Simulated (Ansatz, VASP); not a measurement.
# Two plane-wave programs on ZnSe

POSCAR

```
ZnSe
1.0
    0.0000000000      2.9462630429      2.9462630429
    2.9462630429      0.0000000000      2.9462630429
    2.9462630429      2.9462630429      0.0000000000
Zn Se
1 1
Direct
    0.0000000000      0.0000000000      0.0000000000
    0.7500000000      0.7500000000      0.7500000000
```

Contents of INCAR.step1:

```
ALGO = Normal
EDIFF = 1E-4
ENCUT = 520
GGA = PE
ISMEAR = 0
LASPH = True
LCHARG = False
LREAL = False
LWAVE = True
NBANDS = 16
NELM = 80
PREC = Accurate
SIGMA = 0.05
```

The input INCAR.step2:

```
ALGO = Normal
EDIFF = 1E-7
ENCUT = 520
ISIF = 2
ISMEAR = 0
ISTART = 1
LASPH = True
LCHARG = True
LELF = True
LMIXTAU = True
LREAL = False
LVHAR = True
LWAVE = False
METAGGA = R2SCAN
NBANDS = 16
NELM = 80
PREC = Accurate
SIGMA = 0.05
```

KPOINTS

```
k-points
0
Gamma
  8 8 8
```

Input for Ansatz:

```yaml
crystal:
  lattice:
    - [0.0, 2.9462630429, 2.9462630429]
    - [2.9462630429, 0.0, 2.9462630429]
    - [2.9462630429, 2.9462630429, 0.0]
  atoms:
    - { symbol: Zn, position: [0.0, 0.0, 0.0] }
    - { symbol: Se, position: [0.75, 0.75, 0.75] }
basis:
  ecutwfc: 500
kpoints:
  mp_grid: { grid: [8, 8, 8] }
hamiltonian:
  xc: r2scan
scf:
  occupations: { method: gaussian, width: 0.05 }
output:
  forces: true
  stress: true
  eigenvalues: true
```

Change from the starting cell: strain +0.040 along x and y, +0.040 along z, atoms carried along.

Alike in both runs: task single point; functional r2SCAN; k mesh 8 × 8 × 8; occupations gaussian, width 0.05 eV; no spin polarisation.

|  | VASP | Ansatz |
| --- | --- | --- |
| version | VASP 6.6.1 | Ansatz 0.2.0 |
| potentials or method | VASP PAW PBE potentials, release 64 (Zn, Se), cutoff 520 eV | scalar-relativistic, plane waves, PAW |
| valence electrons in the cell | 18 | 28 |

|  | VASP | Ansatz | Ansatz less VASP |
| --- | --- | --- | --- |
| gap on the k mesh at the Fermi level (eV) | 1.38 | 1.38 | +0.003 |
| least direct gap on the mesh (eV) | 1.38 | 1.38 | +0.003 |
| pressure (GPa) | -5.9 | -5.9 | -0.07 |

VASP's potentials were made for PBE, not for r2SCAN. With one functional, cell and mesh, what is left measures potentials, basis and numerics. VASP's potentials hold 18 valence electrons a cell and Ansatz's 28, so a difference there can come from the potentials and not from the codes.
